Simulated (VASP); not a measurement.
# BaS (F-43m) in VASP: a series of runs, part 2 of 2

VASP 6.6.1. The steps go on from the part before.

## (5) Relaxation of cell and atoms, PBE

This run uses another cell than the first one, of 35.51 Å³/atom, 0.816 times its volume.

INCAR reads:

```
SYSTEM = BaS
PREC = Accurate
ENCUT = 600
EDIFF = 1E-6
ISMEAR = 0
SIGMA = 0.1
LREAL = .False.
LASPH = .True.
NELM = 100
ALGO = Normal
ISIF = 3
LWAVE = .False.
LCHARG = .False.
GGA = PE
IBRION = 2
NSW = 90
EDIFFG = -0.04
```

KPOINTS reads:

```
regular mesh
0
Gamma
  4 4 4
  0 0 0
```

POSCAR reads:

```
BaS
1.0
    0.0000000000      3.2868155677      3.2868155677
    3.2868155677      0.0000000000      3.2868155677
    3.2868155677      3.2868155677      0.0000000000
Ba S
1 1
Direct
    0.0000000000      0.0000000000      0.0000000000
    0.7500000000      0.7500000000      0.7500000000
```

Potentials or basis: VASP PAW PBE potentials, release 64 (Ba_sv, S).

On the command line:

```
$ cat potpaw_PBE.64/Ba_sv/POTCAR potpaw_PBE.64/S/POTCAR > POTCAR
$ mpirun -np 1 vasp_std > vasp.out
```

OUTCAR:

```text
SYSTEM = BaS
   PREC = Accurate
   ENCUT = 600
   EDIFF = 1E-6
   ISMEAR = 0
   LREAL = .False.
   LASPH = .True.
   NELM = 100
   ISIF = 3
   GGA = PE
   IBRION = 2
   NSW = 90
   EDIFFG = -0.04

 ion  position               nearest neighbor table
   1  0.000  0.000  0.000-   2 2.85   2 2.85   2 2.85   2 2.85
   2  0.750  0.750  0.750-   1 2.85   1 2.85   1 2.85   1 2.85

  LATTYP: Found a face centered cubic cell.
 ALAT       =     6.5736311354

  Lattice vectors:

 A1 = (   0.0000000000,   3.2868155677,   3.2868155677)
 A2 = (   3.2868155677,   0.0000000000,   3.2868155677)
 A3 = (   3.2868155677,   3.2868155677,   0.0000000000)

Analysis of symmetry for initial positions (statically):
=====================================================================
 Subroutine PRICEL returns:
 Original cell was already a primitive cell.

 Routine SETGRP: Setting up the symmetry group for a
 face centered cubic supercell.

 Subroutine GETGRP returns: Found 24 space group operations
 (whereof 24 operations were pure point group operations)
 out of a pool of 48 trial point group operations.

The static configuration has the point symmetry T_d .

Analysis of symmetry for dynamics (positions and initial velocities):
=====================================================================
 Subroutine PRICEL returns:
 Original cell was already a primitive cell.

 Routine SETGRP: Setting up the symmetry group for a
 face centered cubic supercell.

 Subroutine GETGRP returns: Found 24 space group operations
 (whereof 24 operations were pure point group operations)
 out of a pool of 48 trial point group operations.

The dynamic configuration has the point symmetry T_d .

 Subroutine INISYM returns: Found 24 space group operations
 (whereof 24 operations are pure point group operations),
 and found     1 'primitive' translations

----------------------------------------------------------------------------------------
[... 107 lines left out ...]
 conjugate gradient relaxation of ions
 non-spin polarized calculation
 Gauss-broadening in eV      SIGMA  =   0.10
  energy-cutoff  :      600.00
  volume of cell :       71.02
 maximum number of plane-waves:      2421
 NGX is ok and might be reduce to    40
   NGX = 19   NGY = 19   NGZ = 19

--------------------------------------- Ionic step        1  -------------------------------------------

 number of electron      16.0000000 magnetization

 Free energy of the ion-electron system (eV)
  ---------------------------------------------------
  ext. energy  EPLUGINS =         0.00000000
  ---------------------------------------------------
  free energy    TOTEN  =        -9.31409628 eV

  energy without entropy =       -9.31409628  energy(sigma->0) =       -9.31409628

------------------------ aborting loop because EDIFF is reached ----------------------------------------

  FORCE on cell =-STRESS in cart. coord.  units (eV):
  Direction    XX          YY          ZZ          XY          YZ          ZX
  --------------------------------------------------------------------------------------
  -------------------------------------------------------------------------------------
  Total        4.1240469      4.1240469      4.1240469      0.0000000      0.0000000     -0.0000000
  in kB       93.0418158     93.0418158     93.0418158      0.0000000      0.0000000     -0.0000000
  external PRESSURE =      93.0418158 kB  Pullay stress =       0.0000000 kB
[... 23 lines left out ...]
--------------------------------------- Ionic step        2  -------------------------------------------

 number of electron      16.0000000 magnetization

 E-fermi :  -0.0212     XC(G=0):  -6.8928

 val. band max:       -0.4734286384   @ k =  -0.2500   0.5000   0.2500
 cond. band min:       2.1618353990   @ k =   0.0000   0.0000   0.0000
 fundamental gap:      2.6352640374
 Fermi energy:        -0.0212016144

 k-point     1 :       0.0000    0.0000    0.0000
  band No.  band energies     occupation
      1     -26.8168      2.00000
      2     -11.9755      2.00000
      3     -11.9755      2.00000
      4     -11.9755      2.00000
      5     -10.2731      2.00000
      6      -1.0217      2.00000
      7      -1.0217      2.00000
      8      -1.0217      2.00000
      9       2.1618      0.00000
     10       4.4475      0.00000
     11       4.4475      0.00000
     12       6.1869      0.00000
[... 138 lines left out ...]
--------------------------------------- Ionic step        3  -------------------------------------------

 number of electron      16.0000000 magnetization

 Free energy of the ion-electron system (eV)
  ---------------------------------------------------
  ext. energy  EPLUGINS =         0.00000000
  ---------------------------------------------------
  free energy    TOTEN  =        -9.73451262 eV

  energy without entropy =       -9.73451262  energy(sigma->0) =       -9.73451262

 E-fermi :   0.2485     XC(G=0):  -7.1378

 val. band max:       -0.2188633532   @ k =  -0.2500   0.5000   0.2500
 cond. band min:       2.5276408703   @ k =   0.0000   0.0000   0.0000
 fundamental gap:      2.7465042235
 Fermi energy:         0.2484653251

 k-point     1 :       0.0000    0.0000    0.0000
  band No.  band energies     occupation
      1     -26.3444      2.00000
      2     -11.5221      2.00000
      3     -11.5221      2.00000
      4     -11.5221      2.00000
      5     -10.1118      2.00000
      6      -0.8766      2.00000
      7      -0.8766      2.00000
      8      -0.8766      2.00000
      9       2.5276      0.00000
     10       4.8118      0.00000
     11       4.8118      0.00000
     12       6.7082      0.00000
[... 132 lines left out ...]
  FREE ENERGIE OF THE ION-ELECTRON SYSTEM (eV)
  ---------------------------------------------------
  free  energy   TOTEN  =        -9.7345126161 eV

  energy  without entropy=       -9.7345126161  energy(sigma->0) =       -9.73451262

 reached required accuracy - stopping structural energy minimisation
```

Wall time 34 s (1 thread of AMD EPYC 7R13 (Zen 3), shared host); peak memory 0.2 GiB.

Results:

```
Free energy                            : -9.7345 eV
Relaxed volume                         : 44.07 Å³/atom
Relaxed cell                           : a = 4.995 Å, b = 4.995 Å, c = 4.995 Å, α = 60.00°, β = 60.00°, γ = 60.00°
Space group after relaxing (to 0.05 Å) : F-43m (No. 216)
Energy gained by relaxing              : 210.2 meV/atom
Ionic steps                            : 3
Pressure after relaxing                : 0.1 GPa
Band gap on the k mesh                 : 2.75 eV, indirect (least direct gap 3.40 eV)
```

The path:
```
step  energy change (eV)  largest force (eV/Å)  pressure (GPa)  volume (Å³)
   1              0.0000                0.0000            9.30        71.02
   2             -0.3889                0.0000           -1.59        94.39
   3             -0.4204                0.0000            0.07        88.14
```

Final structure:
```
Ba S
1.0
     0.00000    3.53218    3.53218
     3.53218    0.00000    3.53218
     3.53218    3.53218    0.00000
Ba S
1 1
Cartesian
  0.0000 0.0000 0.0000
  5.2983 5.2983 5.2983
```

Caveat: the volume moved by over 15 % at a fixed basis, so the end points are rough; spin-orbit coupling is left out, which moves the levels of the heavy elements. As with any semilocal functional, this PBE gap is likely too small.

## (6) Relaxation of cell and atoms, PBE

INCAR reads:

```
  PREC = Accurate
  ENCUT = 600
  EDIFF = 1E-7
  ISMEAR = 0
  SIGMA = 0.02
  LREAL = False
  LASPH = True
  NELM = 80
  ALGO = Normal
  ISIF = 3
  LWAVE = False
  LCHARG = False
  GGA = PE
  IBRION = 2
  NSW = 100
  EDIFFG = -0.01
```

KPOINTS reads:

```
Automatic mesh
0
Gamma
  6 6 6
```

POSCAR reads:

```
BaS
1.0
    0.0000000000      3.5175267269      3.5175267269
    3.5175267269      0.0000000000      3.5175267269
    3.5175267269      3.5175267269      0.0000000000
Ba S
1 1
Direct
    0.0000000000      0.0000000000      0.0000000000
    0.2500000000      0.2500000000      0.2500000000
```

Potentials or basis: VASP PAW PBE potentials, release 64 (Ba_sv, S).

On the command line:

```
$ cat potpaw_PBE.64/Ba_sv/POTCAR potpaw_PBE.64/S/POTCAR > POTCAR
$ mpirun -np 1 vasp_std > vasp.out
```

Wall time 57 s (1 thread of AMD EPYC 7R13 (Zen 3), shared host); peak memory 0.21 GiB.

Results (log left out):

```yaml
Free_energy: -9.7357 eV
Relaxed_volume: 44.20 Å³/atom
Relaxed_cell: a = 5.000 Å, b = 5.000 Å, c = 5.000 Å, α = 60.00°, β = 60.00°, γ = 60.00°
Space_group_after_relaxing_to_0.05_Å: F-43m (No. 216)
Energy_gained_by_relaxing: 0.9 meV/atom
Ionic_steps: 3
Pressure_after_relaxing: 0.0 GPa
Band_gap_on_the_k_mesh: 2.74 eV, indirect (least direct gap 3.39 eV)
```

Step by step:
```csv
step,energy change (eV),largest force (eV/Å),pressure (GPa),volume (Å³)
1,0.0000,0.0000,0.44,87.04
2,-0.0018,0.0000,-0.05,88.56
3,-0.0018,0.0000,0.00,88.40
```

Final structure:
```yaml
crystal:
  lattice:
    - [0.00000, 3.53570, 3.53570]
    - [3.53570, 0.00000, 3.53570]
    - [3.53570, 3.53570, 0.00000]
  atoms:
    - { symbol: Ba, position: [0.00000, 0.00000, 0.00000] }
    - { symbol: S, position: [0.25000, 0.25000, 0.25000] }
```

Levels at points of the mesh, in eV from the valence-band top:
| k point | band 4 | band 5 | band 6 | band 7 | band 8 | band 9 | band 10 | band 11 | band 12 |
| --- | --- | --- | --- | --- | --- | --- | --- | --- | --- |
| (0.00, 0.00, 0.00) | -11.31 | -9.89 | -0.65 | -0.65 | -0.65 | 2.74 | 5.03 | 5.03 | 6.92 |
| (0.50, 0.00, 0.00) | -11.35 | -9.29 | -0.59 | -0.40 | -0.40 | 4.42 | 5.22 | 5.22 | 5.40 |
| (0.50, 0.50, 0.00) | -11.40 | -9.11 | -1.05 | -0.01 | -0.01 | 3.45 | 4.54 | 6.24 | 6.24 |

Caveat: spin-orbit coupling is left out, which moves the levels of the heavy elements.

## (7) The runs side by side

```tsv
task	cell	k mesh	cutoff (eV)	smearing	gap on the mesh (eV)	pressure (GPa)	relaxed volume (Å³/atom)
single point	a = 4.975 Å, angles 60.0°, 2 atoms	4 × 4 × 4	520	gaussian 0.1 eV	2.77	0.4	-
single point	a = 4.648 Å, angles 60.0°, 2 atoms	6 × 6 × 6	520	gaussian 0.1 eV	3.02	9.3	-
single point	a = 4.975 Å, angles 60.0°, 2 atoms	6 × 6 × 6	520	gaussian 0.02 eV	2.77	0.4	-
relaxation of cell and atoms	relaxed from a = 4.648 Å, angles 60.0°, 2 atoms	4 × 4 × 4	600	gaussian 0.1 eV	2.75	0.1	44.07
relaxation of cell and atoms	relaxed from a = 4.975 Å, angles 60.0°, 2 atoms	6 × 6 × 6	600	gaussian 0.02 eV	2.74	0.0	44.20
```

Alike in all rows: level PBE; potentials or basis VASP PAW PBE potentials, release 64 (Ba_sv, S); no spin polarisation.

Caveats: spin-orbit coupling is left out, which moves the levels of the heavy elements; the volume moved by over 15 % at a fixed basis, so the end points are rough (some runs).

Total energies depend on the potentials used, so only differences within one code and one set of settings carry meaning.
